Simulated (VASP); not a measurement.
# Be3B4 in VASP: further runs

The runs below take Be3B4 through single point, with PBE.

Everything below comes from runs of VASP 6.6.1. Logs are shortened: lines on timing, memory, paths and dates and some standing lists are left out, and cuts for length are marked.

## 1. The cell of the first run

The cell holds a sheet with vacuum, 7 atoms: a = 4.892 Å, b = 4.892 Å, c = 26.322 Å, α = 90.00°, β = 90.00°, γ = 103.49°.

## 2. Single point, PBE

File INCAR:

```
SYSTEM = Be3B4
PREC = Accurate
ENCUT = 520
EDIFF = 1E-7
ISMEAR = 0
SIGMA = 0.2
LREAL = .FALSE.
LASPH = .TRUE.
NELM = 100
ALGO = Normal
ISIF = 2
LWAVE = .FALSE.
LCHARG = .FALSE.
LDIPOL = .TRUE.
IDIPOL = 3
DIPOL = 0.5 0.5 0.307
GGA = PE
NBANDS = 18
```

File KPOINTS:

```
Automatic mesh
0
G
  6 6 1
  0 0 0
```

File POSCAR:

```
Be3B4
1.0
    3.0287215619     -3.8413522812      0.0000000000
    3.0287215619      3.8413522812      0.0000000000
    0.0000000000      0.0000000000     26.3222732800
Be B
3 4
Direct
    0.8935122721      0.7831926023      0.3073591318
    0.4668073977      0.3564877279      0.3073591318
    0.0653518755      0.1846481245      0.3073217844
    0.1685180110      0.5769898551      0.3073471135
    0.6730101449      0.0814819890      0.3073471135
    0.8388700144      0.4111299856      0.3073519422
    0.3300472543      0.9199527457      0.3073452991
```

Potentials or basis: VASP PAW PBE potentials, release 64 (Be, B).

The run is started by

```
cat potpaw_PBE.64/Be/POTCAR potpaw_PBE.64/B/POTCAR > POTCAR
mpirun -np 1 vasp_std > vasp.out
```

OUTCAR:

```text
SYSTEM = Be3B4
   PREC = Accurate
   ENCUT = 520
   EDIFF = 1E-7
   ISMEAR = 0
   LREAL = .FALSE.
   LASPH = .TRUE.
   NELM = 100
   ISIF = 2
   GGA = PE

 ion  position               nearest neighbor table
   1  0.894  0.783  0.307-   6 1.78   4 1.86   3 1.95   5 2.01   7 2.08
   2  0.467  0.356  0.307-   6 1.78   5 1.86   3 1.95   4 2.01   7 2.08
   3  0.065  0.185  0.307-   6 1.74   5 1.87   4 1.87   2 1.95   1 1.95   7 2.03
   4  0.169  0.577  0.307-   6 1.63   7 1.68   1 1.86   3 1.87   2 2.01
   5  0.673  0.081  0.307-   6 1.63   7 1.68   2 1.86   3 1.87   1 2.01
   6  0.839  0.411  0.307-   4 1.63   5 1.63   3 1.74   2 1.78   1 1.78
   7  0.330  0.920  0.307-   4 1.68   5 1.68   3 2.03   2 2.08   1 2.08

  LATTYP: Found a base centered orthorhombic cell.
 ALAT       =     6.0574431238
 B/A-ratio  =     1.2683081633
 C/A-ratio  =     4.3454429108

  Lattice vectors:

 A1 = (   3.0287215619,  -3.8413522812,   0.0000000000)
 A2 = (   3.0287215619,   3.8413522812,   0.0000000000)
 A3 = (   0.0000000000,   0.0000000000,  26.3222732800)

Analysis of symmetry for initial positions (statically):
=====================================================================
 Subroutine PRICEL returns:
 Original cell was already a primitive cell.

 Routine SETGRP: Setting up the symmetry group for a
 base centered orthorhombic supercell.

 Subroutine GETGRP returns: Found  2 space group operations
 (whereof  1 operations were pure point group operations)
 out of a pool of  8 trial point group operations.

The static configuration has the point symmetry C_1 .
 The point group associated with its full space group is C_1h.

Analysis of symmetry for dynamics (positions and initial velocities):
=====================================================================
 Subroutine PRICEL returns:
 Original cell was already a primitive cell.

 Routine SETGRP: Setting up the symmetry group for a
 base centered orthorhombic supercell.

 Subroutine GETGRP returns: Found  2 space group operations
 (whereof  1 operations were pure point group operations)
 out of a pool of  8 trial point group operations.

The dynamic configuration has the point symmetry C_1 .
 The point group associated with its full space group is C_1h.

 Subroutine INISYM returns: Found  2 space group operations
 (whereof  1 operations are pure point group operations),
 and found     1 'primitive' translations

----------------------------------------------------------------------------------------

                                     Primitive cell

  volume of cell :     612.4870

  direct lattice vectors                    reciprocal lattice vectors
     3.028721562 -3.841352281  0.000000000     0.165086156 -0.130162496  0.000000000
     3.028721562  3.841352281  0.000000000     0.165086156  0.130162496  0.000000000
     0.000000000  0.000000000 26.322273280     0.000000000  0.000000000  0.037990640

  length of vectors
     4.891742189  4.891742189 26.322273280     0.210227767  0.210227767  0.037990640

  position of ions in fractional coordinates (direct lattice)
     0.893512272  0.783192602  0.307359132
     0.466807398  0.356487728  0.307359132
     0.065351875  0.184648125  0.307321784
     0.168518011  0.576989855  0.307347114
     0.673010145  0.081481989  0.307347114
     0.838870014  0.411129986  0.307351942
     0.330047254  0.919952746  0.307345299

  ion indices of the primitive-cell ions
   primitive index   ion index
                 1           1
                 2           2
                 3           3
                 4           4
                 5           5
                 6           6
                 7           7

----------------------------------------------------------------------------------------

 KPOINTS: Automatic mesh

Automatic generation of k-mesh.
 Grid dimensions read from file:
 generate k-points for:    6    6    1

 Generating k-lattice:

  Cartesian coordinates                     Fractional coordinates (reciprocal lattice)
     0.027514359 -0.021693749  0.000000000     0.166666667  0.000000000  0.000000000
     0.027514359  0.021693749  0.000000000     0.000000000  0.166666667  0.000000000
     0.000000000  0.000000000  0.037990640     0.000000000  0.000000000  1.000000000

  Length of vectors
     0.035037961  0.035037961  0.037990640

  Shift w.r.t. Gamma in fractional coordinates (k-lattice)
     0.000000000  0.000000000  0.000000000

 Subroutine IBZKPT returns following result:
 ===========================================

 Found     13 irreducible k-points:

 Following reciprocal coordinates:
            Coordinates               Weight
  0.000000  0.000000  0.000000      1.000000
  0.166667  0.000000  0.000000      4.000000
  0.333333  0.000000  0.000000      4.000000
  0.500000  0.000000  0.000000      2.000000
  0.166667  0.166667  0.000000      2.000000
  0.333333  0.166667  0.000000      4.000000
  0.500000  0.166667  0.000000      4.000000
 -0.333333  0.166667  0.000000      4.000000
 -0.166667  0.166667  0.000000      2.000000
  0.333333  0.333333  0.000000      2.000000
  0.500000  0.333333  0.000000      4.000000
 -0.333333  0.333333  0.000000      2.000000
  0.500000  0.500000  0.000000      1.000000
   k-points           NKPTS =     13   k-points in BZ     NKDIM =     13   number of bands    NBANDS=     18
   number of dos      NEDOS =    301   number of ions     NIONS =      7
   total plane-waves  NPLWV = 254016
   dimension x,y,z NGX =    36 NGY =   36 NGZ =  196
   dimension x,y,z NGXF=    72 NGYF=   72 NGZF=  392
   ions per type =               3   4
   NGX,Y,Z   is equivalent  to a cutoff of  12.23, 12.23, 12.38 a.u.
   NGXF,Y,Z  is equivalent  to a cutoff of  24.47, 24.47, 24.76 a.u.
 SYSTEM =  Be3B4
   PREC   = accura    normal or accurate (medium, high low for compatibility)
   ISTART =      0    job   : 0-new  1-cont  2-samecut
   ICHARG =      2    charge: 1-file 2-atom 10-const
   ISPIN  =      1    spin polarized calculation?
   LNONCOLLINEAR =      F non collinear calculations
   LSORBIT =      F    spin-orbit coupling
   LASPH  =      T    aspherical Exc in radial PAW
   ENCUT  =  520.0 eV  38.22 Ry    6.18 a.u.   9.10  9.10 48.94*2*pi/ulx,y,z
   NELM   =    100;   NELMIN=  2; NELMDL= -5     # of ELM steps
   EDIFF  = 0.1E-06   stopping-criterion for ELM
   LREAL  =      F    real-space projection
   EDIFFG = 0.1E-05   stopping-criterion for IOM
   NSW    =      0    number of steps for IOM
   IBRION =     -1    ionic relax: 0-MD 1-quasi-New 2-CG
   NFREE  =      0    steps in history (QN), initial steepest desc. (CG)
   ISIF   =      2    stress and relaxation
   ISYM   =      2    0-nonsym 1-usesym 2-fastsym
   POTIM  = 0.5000    time-step for ionic-motion
   TEBEG  =    0.0;   TEEND  =   0.0 temperature during run
   PSTRESS=    0.0 pullay stress
   NELECT =      18.0000    total number of electrons
   NUPDOWN=      -1.0000    fix difference up-down
   EMIN   =  10.00;   EMAX   =-10.00  energy-range for DOS
   EFERMI =   0.00;   METHOD = LEGACY
   ISMEAR =     0;   SIGMA  =   0.20  broadening in eV -4-tet -1-fermi 0-gaus
   EFERMI_NEDOS =   21; number of points for ismear=-14 and -15
   IALGO  =     38    algorithm
   IMIX   =      4    mixing-type and parameters
     AMIX     =   0.40;   BMIX     =  1.00
     AMIX_MAG =   1.60;   BMIX_MAG =  1.00
  volume/ion in A,a.u.               =      87.50       590.47
  Fermi-wavevector in a.u.,A,eV,Ry     =   0.505204  0.954697  3.472629  0.255231
  Thomas-Fermi vector in A             =   1.515609
   LORBIT       =      0    0 simple, 1 ext, 2 COOP (PROOUT), +10 PAW based schemes
   GGA     = PE    functional components
   LHFCALC =     F    Hartree Fock is set to
   AEXX    =    0.0000 exact exchange contribution
   IVDW    =     0    specifies the selected vdW correction
   LEPSILON=     F    determine dielectric tensor
   LRPA    =     F    only Hartree local field effects (RPA)
 non-spin polarized calculation
 Gauss-broadening in eV      SIGMA  =   0.20
  energy-cutoff  :      520.00
  volume of cell :      612.49
 maximum number of plane-waves:     16558
   NGX = 19   NGY = 19   NGZ = 97

 dipolmoment           0.000000      0.000000      0.000003 electrons x Angstroem

 number of electron      18.0000000 magnetization

 dipolmoment           0.000000      0.000000     -0.000018 electrons x Angstroem

 Free energy of the ion-electron system (eV)
  ---------------------------------------------------
  ext. energy  EPLUGINS =         0.00000000
  ---------------------------------------------------
  free energy    TOTEN  =       -34.89614555 eV

  energy without entropy =      -34.85454499  energy(sigma->0) =      -34.87534527

 E-fermi :  -3.9007     XC(G=0):  -1.5827

 val. band max:       -3.9338891451   @ k =  -0.1667   0.1667   0.0000
 cond. band min:      -3.8551056766   @ k =   0.3333   0.1667   0.0000
 fundamental gap:      0.0787834685
 Fermi energy:        -3.9006530283

 k-point     1 :       0.0000    0.0000    0.0000
  band No.  band energies     occupation
      1     -14.7712      2.00000
      2     -11.7657      2.00000
      3     -11.2747      2.00000
      4      -8.3592      2.00000
      5      -8.3451      2.00000
      6      -7.2729      2.00000
[... 10 lines left out ...]
     17       1.4452      0.00000
     18       1.7705      0.00000

 k-point     2 :       0.1667    0.0000    0.0000
  band No.  band energies     occupation
      1     -14.6782      2.00000
      2     -12.3607      2.00000
      3     -10.6480      2.00000
      4      -8.8302      2.00000
      5      -8.1147      2.00000
      6      -7.2530      2.00000
[... 10 lines left out ...]
     17       1.7691      0.00000
     18       1.9474      0.00000

 k-point     3 :       0.3333    0.0000    0.0000
  band No.  band energies     occupation
      1     -14.4230      2.00000
      2     -13.0497      2.00000
      3      -9.8864      2.00000
      4      -9.1121      2.00000
      5      -8.3593      2.00000
      6      -7.4887      2.00000
[... 10 lines left out ...]
     17       1.8447      0.00000
     18       2.2811      0.00000

 k-point     4 :       0.5000    0.0000    0.0000
  band No.  band energies     occupation
      1     -14.2003      2.00000
      2     -13.4238      2.00000
      3      -9.5230      2.00000
      4      -9.1673      2.00000
      5      -8.3721      2.00000
      6      -7.9320      2.00000
[... 10 lines left out ...]
     17       2.1881      0.00000
     18       2.3149      0.00000

 k-point     5 :       0.1667    0.1667    0.0000
  band No.  band energies     occupation
      1     -14.5101      2.00000
      2     -12.9215      2.00000
      3      -9.7349      2.00000
      4      -9.4176      2.00000
      5      -7.8261      2.00000
      6      -7.6102      2.00000
[... 10 lines left out ...]
     17       2.1980      0.00000
     18       2.4745      0.00000

 k-point     6 :       0.3333    0.1667    0.0000
  band No.  band energies     occupation
      1     -14.2371      2.00000
      2     -13.3434      2.00000
      3      -9.9990      2.00000
      4      -8.7979      2.00000
      5      -8.4387      2.00000
      6      -7.5716      2.00000
[... 76 lines left out ...]
 k-point    10 :       0.3333    0.3333    0.0000
  band No.  band energies     occupation
      1     -14.1536      2.00000
      2     -13.2662      2.00000
      3     -10.5986      2.00000
      4      -9.5487      2.00000
      5      -7.5861      2.00000
      6      -7.0632      2.00000
[... 10 lines left out ...]
     17       2.6724      0.00000
     18       2.8324      0.00000

 k-point    11 :       0.5000    0.3333    0.0000
  band No.  band energies     occupation
      1     -14.2898      2.00000
      2     -12.7320      2.00000
      3     -11.1976      2.00000
      4      -9.9948      2.00000
      5      -7.2263      2.00000
      6      -6.3913      2.00000
[... 10 lines left out ...]
     17       2.6211      0.00000
     18       2.8674      0.00000

 k-point    12 :      -0.3333    0.3333    0.0000
  band No.  band energies     occupation
      1     -14.4413      2.00000
      2     -12.0747      2.00000
      3     -11.7651      2.00000
      4      -9.8008      2.00000
      5      -7.2654      2.00000
      6      -6.7377      2.00000
[... 10 lines left out ...]
     17       2.1623      0.00000
     18       2.6567      0.00000

 k-point    13 :       0.5000    0.5000    0.0000
  band No.  band energies     occupation
      1     -14.3046      2.00000
      2     -12.1594      2.00000
      3     -11.8896      2.00000
      4     -10.2627      2.00000
      5      -6.7507      2.00000
      6      -6.2910      2.00000
[... 10 lines left out ...]
     17       2.4445      0.00000
     18       2.6518      0.00000

------------------------ aborting loop because EDIFF is reached ----------------------------------------

 vacuum level on the upper side and lower side of the slab       (xc-potential included)        -0.006        -0.006

  FORCE on cell =-STRESS in cart. coord.  units (eV):
  Direction    XX          YY          ZZ          XY          YZ          ZX
  --------------------------------------------------------------------------------------
  -------------------------------------------------------------------------------------
  Total       -0.0902615      0.3579694     -0.0189239      0.0000000      0.0000096      0.0000000
  in kB       -0.2361111      0.9363960     -0.0495023      0.0000000      0.0000251      0.0000000
  external PRESSURE =       0.2169276 kB  Pullay stress =       0.0000000 kB

 VOLUME and BASIS-vectors are now :
 -----------------------------------------------------------------------------
  energy-cutoff  :      520.00
  volume of cell :      612.49
      direct lattice vectors                 reciprocal lattice vectors
     3.028721562 -3.841352281  0.000000000     0.165086156 -0.130162496  0.000000000
     3.028721562  3.841352281  0.000000000     0.165086156  0.130162496  0.000000000
     0.000000000  0.000000000 26.322273280     0.000000000  0.000000000  0.037990640

 POSITION                                       TOTAL-FORCE (eV/Angst)
 -----------------------------------------------------------------------------------
      5.07827     -0.42378      8.09039        -0.001145     -0.002650     -0.000074
      2.49353     -0.42378      8.09039         0.001145     -0.002650     -0.000074
      0.75718      0.45826      8.08941        -0.000000     -0.014062      0.000132
      2.25794      1.56908      8.09007         0.048177     -0.019384      0.000025
      2.28515     -2.27227      8.09007        -0.048177     -0.019384      0.000025
      3.78590     -1.64310      8.09020        -0.000000      0.023277     -0.000018
      3.78590      2.26603      8.09003        -0.000000      0.034854     -0.000015
 -----------------------------------------------------------------------------------
    total drift:                               -0.000000     -0.000010      0.000007

  FREE ENERGIE OF THE ION-ELECTRON SYSTEM (eV)
  ---------------------------------------------------
  free  energy   TOTEN  =       -34.8961455450 eV

  energy  without entropy=      -34.8545449926  energy(sigma->0) =      -34.87534527

 vacuum level on the upper side and lower side of the slab         0.950         0.950
```

It took 2.6 min on 1 thread of Intel Xeon 6975P-C (Granite Rapids), shared host; peak memory 0.6 GiB.

What came out:

```
Free energy            : -34.8961 eV
Largest force          : 0.052 eV/Å
Band gap on the k mesh : zero (bands 9 and 10 overlap by 0.80 eV)
```

Forces on the atoms (eV/Å):
```
Be  -0.001 -0.003  0.000
Be   0.001 -0.003  0.000
Be   0.000 -0.014  0.000
B    0.048 -0.019  0.000
B   -0.048 -0.019  0.000
B    0.000  0.023  0.000
B    0.000  0.035  0.000
```

Levels at points of the mesh, in eV from the Fermi level:
| k point | band 7 | band 8 | band 9 | band 10 | band 11 | band 12 |
| --- | --- | --- | --- | --- | --- | --- |
| (0.00, 0.00, 0.00) | -3.33 | -2.09 | -1.45 | 1.76 | 1.86 | 3.96 |
| (0.50, 0.00, 0.00) | -2.25 | -1.74 | -1.47 | 0.64 | 3.19 | 3.73 |
| (0.50, 0.50, 0.00) | -2.15 | -2.05 | 0.20 | 0.35 | 1.41 | 3.86 |

## 3. Single point, PBE

This run uses another cell than the first one.

File INCAR:

```
SYSTEM = Be3B4
  ALGO = Normal
  DIPOL = 0.5 0.5 0.307
  EDIFF = 1E-6
  ENCUT = 520
  GGA = PE
  IDIPOL = 3
  ISIF = 2
  ISMEAR = 0
  LASPH = .TRUE.
  LCHARG = .FALSE.
  LDIPOL = .TRUE.
  LREAL = .FALSE.
  LWAVE = .FALSE.
  NBANDS = 18
  NELM = 100
  PREC = Accurate
  SIGMA = 0.2
```

File KPOINTS:

```
k-points
0
G
  6 6 1
  0 0 0
```

File POSCAR:

```
Be3B4
1.0
    3.0196145140     -3.8618473347      0.0000000000
    3.0193717052      3.8620327617      0.0000000000
    0.0000000000      0.0000000000     26.3222732800
Be B
3 4
Direct
    0.8956576515      0.7827498996      0.3072651434
    0.4672473789      0.3543438143      0.3072494046
    0.0646829769      0.1853028379      0.3075499315
    0.1695919213      0.5780602481      0.3073456785
    0.6719339891      0.0804178599      0.3073507346
    0.8393887958      0.4106125213      0.3072964974
    0.3276142564      0.9223958490      0.3073741266
```

Potentials or basis: VASP PAW PBE potentials, release 64 (Be, B).

The run is started by

```
cat potpaw_PBE.64/Be/POTCAR potpaw_PBE.64/B/POTCAR > POTCAR
mpirun -np 1 vasp_std > vasp.out
```

Wall time 3.3 min (1 thread of Intel Xeon 6975P-C (Granite Rapids), shared host); peak memory 0.65 GiB.

Results (log left out):

```
Free energy            : -34.8978 eV
Largest force          : 0.019 eV/Å
Band gap on the k mesh : zero (bands 9 and 10 overlap by 0.84 eV)
```

Forces in eV/Å, atoms in the order of the input:
```
Be  -0.004  0.013  0.000
Be   0.004  0.013  0.001
Be   0.001 -0.019 -0.001
B    0.013 -0.007  0.000
B   -0.013 -0.008  0.000
B    0.000  0.013  0.001
B   -0.001 -0.004 -0.001
```

Levels at points of the mesh, in eV from the Fermi level:
```csv
k point,band 6,band 7,band 8,band 9,band 10,band 11,band 12,band 13
"(0.00, 0.00, 0.00)",-3.35,-3.31,-1.98,-1.52,1.77,1.88,3.97,4.16
"(0.50, 0.00, 0.00)",-3.97,-2.23,-1.74,-1.45,0.62,3.19,3.71,4.90
"(0.00, 0.50, 0.00)",-3.97,-2.23,-1.74,-1.45,0.62,3.19,3.71,4.90
"(0.50, 0.50, 0.00)",-2.43,-2.08,-2.05,0.19,0.40,1.47,3.84,3.92
```

(Continued in part 2 of 2.)
